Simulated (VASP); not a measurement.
Write the native input for VASP 6.6.1 that does the following.

```yaml
Task: relaxation of the atoms
Functional: PBEsol
Potentials_or_basis: VASP PAW PBE potentials, release 64 (C, H)
Cutoff: 520 eV
k_mesh: 1 × 1 × 1
Occupations: fermi-dirac, width 0.05 eV
Spin: no spin polarisation
Dipole_correction: no
Further_INCAR_settings: LREAL = Auto; ALGO = Normal; EDIFF = 1e-06; IBRION = 2; EDIFFG = -0.3; NSW = 35
```

The structure of H4C lies in POSCAR:

```
H4C
1.0
    7.9581140000      0.0000000000      0.0000000000
    0.0000000000      7.9581140000      0.0000000000
    0.0000000000      0.0000000000      7.9581140000
C H
8 32
Direct
    0.2321884000      0.7058310000      0.2026737000
    0.3689741000      0.0310921000      0.8947737000
    0.9902362000      0.5200027000      0.9178634000
    0.6321940000      0.0044222000      0.4926378000
    0.3840304000      0.4176576000      0.6949047000
    0.5940227000      0.3927298000      0.4198596000
    0.8940149000      0.8762963000      0.9833043000
    0.9825434000      0.2039663000      0.5131838000
    0.1960871000      0.6045289000      0.2874263000
    0.1923480000      0.8257801000      0.2553366000
    0.1721191000      0.6871760000      0.0810508000
    0.3681996000      0.7058390000      0.1868809000
    0.4523155000      0.1088839000      0.9706096000
    0.2962569000     -0.0511328000      0.9766254000
    0.4433737000     -0.0447156000      0.8083657000
    0.2839503000      0.1113331000      0.8234940000
    1.0153329000      0.5446934000      1.0501849000
    0.9042244000      0.4140490000      0.9067179000
    1.1076268000      0.4904193000      0.8538892000
    0.9337606000      0.6308491000      0.8606618000
    0.6198824000      0.1138993000      0.4113259000
    0.7498598000      0.0122517000      0.5622214000
    0.6317248000     -0.1093263000      0.4164176000
    0.5273089000      0.0008640000      0.5805861000
    0.3650922000      0.3631206000      0.8190639000
    0.3840180000      0.3181421000      0.6008562000
    0.5040943000      0.4834088000      0.6917651000
    0.2829170000      0.5059587000      0.6679336000
    0.5350181000      0.5014088000      0.4786454000
    0.5184902000      0.3519133000      0.3131952000
    0.6031487000      0.2909084000      0.5109505000
    0.7194338000      0.4266886000      0.3766474000
    0.7701540000      0.8232852000      0.9588762000
    0.8881356000      1.0127015000      0.9729354000
    0.9834366000      0.8273847000      0.8918721000
    0.9343334000      0.8418139000      1.1095336000
    1.0742485000      0.2808441000      0.5797302000
    0.9311290000      0.1100885000      0.5985768000
    1.0434320000      0.1412967000      0.4077630000
    0.8813641000      0.2836357000      0.4666652000
```

These files were run (other wordings do the same):

INCAR

```
PREC     = Accurate       # precision mode
ENCUT    = 520            # plane-wave cutoff, eV
EDIFF    = 1E-6           # SCF threshold, eV
ISMEAR   = -1             # smearing method
SIGMA    = 0.05           # smearing width, eV
LREAL    = Auto         
LASPH    = T              # aspherical terms in the spheres
NELM     = 100            # most SCF steps
ALGO     = Normal         # electronic algorithm
ISIF     = 2              # what is computed and relaxed
LWAVE    = F              # write WAVECAR
LCHARG   = F              # write CHGCAR
GGA      = PS             # functional
IBRION   = 2              # ionic algorithm
NSW      = 35             # ionic steps
EDIFFG   = -0.3           # ionic threshold
```

KPOINTS

```
Automatic mesh
0
Gamma
  1 1 1
```

Potentials or basis: VASP PAW PBE potentials, release 64 (C, H).

Run with:

```sh
$ cat potpaw_PBE.64/C/POTCAR potpaw_PBE.64/H/POTCAR > POTCAR
$ mpirun -np 1 vasp_gam > vasp.out
```

Results of the run:

The energy gained by relaxing is 29.3 meV/atom. The ionic steps are 15 and the pressure after relaxing is -0.1 GPa. The largest force after relaxing is 0.298 eV/Å and the band gap on the k mesh is 6.96 eV.

Caveat: the k points lie up to 0.79 Å⁻¹ apart; the PAW data sets were made with another functional, which shifts forces and pressure a little; the relaxation stopped at a loose force limit of 0.3 eV/Å, so its end isn't a converged minimum.

Run time: 10 min on 1 thread of Intel Xeon 8259CL, on a shared host, peak memory 0.51 GiB.
